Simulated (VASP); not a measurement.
HfN:

```
Hf N
1.0
     2.78685    0.00000    0.00000
     0.00000    2.78685    0.00000
     0.00000    0.00000    2.78685
Hf N
1 1
Direct
  0.50000 0.50000 0.50000
  0.00000 0.00000 0.00000
```

Base run:

| Item | Value |
| --- | --- |
| Program | VASP 6.6.1 |
| Functional | BLYP |
| Potentials or basis | VASP PAW PBE potentials, release 64 (Hf_pv, N) |
| Cutoff | 520 eV |
| k mesh | 9 × 9 × 9 |
| Occupations | fermi-dirac, width 0.05 eV |
| Spin | no spin polarisation |

Its results: pressure 18.1 GPa.

Q: The run is repeated on the same cell with these changes: functional from BLYP to PBE; further incar settings from ALGO = Normal; EDIFF = 1e-07; NBANDS = 14 to ALGO = Normal; EDIFF = 1e-06; NBANDS = 14. What comes out?

A: Pressure 7.6 GPa.

Caveats: the PAW data sets were made with another functional, which shifts forces and pressure a little (some runs).
